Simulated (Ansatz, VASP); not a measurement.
# CdI2: VASP beside Ansatz

Contents of INCAR:

```
PREC = Accurate
ENCUT = 400
EDIFF = 1E-8
ISMEAR = -1
SIGMA = 0.03
LREAL = False
LASPH = True
NELM = 120
ALGO = Normal
ISIF = 2
LWAVE = False
LCHARG = False
GGA = PS
LEFG = True
NBANDS = 20
GGA_COMPAT = False
```

KPOINTS

```
regular mesh
0
Gamma
  8 8 5
```

File POSCAR:

```
CdI2
1.0
    4.2155151402      0.0000000000      0.0000000000
   -2.1077575701      3.6507432014      0.0000000000
    0.0000000000      0.0000000000      6.8129650559
Cd I
1 2
Direct
    0.0000000000      0.0000000000      0.0000000000
    0.3333333333      0.6666666667      0.2492000000
    0.6666666667      0.3333333333      0.7508000000
```

Input for Ansatz:

```yaml
crystal:
  lattice:
    - [4.2155151402, 0.0, 0.0]
    - [-2.1077575701, 3.6507432014, 0.0]
    - [0.0, 0.0, 6.8129650559]
  atoms:
    - { symbol: Cd, position: [0.0, 0.0, 0.0] }
    - { symbol: I, position: [0.3333333333, 0.6666666667, 0.2492] }
    - { symbol: I, position: [0.6666666667, 0.3333333333, 0.7508] }
kpoints:
  mp_grid: { grid: [8, 8, 5] }
scf:
  occupations: { method: fermi_dirac, width: 0.03 }
hamiltonian:
  xc: pbesol
  pseudopotentials: { kind: all_electron, datasets: crystal }
output:
  forces: true
  stress: true
  eigenvalues: true
  efg: { contact_densities: true }
```

Change from the starting cell: volume scaled by 0.98, crystal datasets.

Alike in both runs: task electric field gradients; functional PBEsol; k mesh 8 × 8 × 5; occupations fermi-dirac, width 0.03 eV; no spin polarisation.

```csv
,VASP,Ansatz
version,VASP 6.6.1,Ansatz 0.2.0
potentials or method,"VASP PAW PBE potentials, release 64 (Cd, I), cutoff 400 eV","all-electron PAW with datasets made for the crystal, scalar-relativistic"
```

|  | VASP | Ansatz | Ansatz less VASP |
| --- | --- | --- | --- |
| gap on the k mesh at the Fermi level (eV) | 2.30 | 2.31 | +0.011 |
| pressure (GPa) | 0.3 | 0.3 | +0.05 |
| traceless stress, the component that is largest in VASP (GPa) | 0.09 | 0.11 | +0.011 |
| rms of the force components (eV/Å) | 0.021 | 0.009 | -0.0125 |
| size of Vzz on the site where it differs most (V/Å²) | 56.3 | 57.8 | +1.48 |

VASP's potentials were made for PBE, not for PBEsol. Atom by atom the forces differ by 0.012 eV/Å (rms over components). Ansatz ran all-electron here, and VASP with PAW potentials.

Spin-orbit coupling is off throughout.
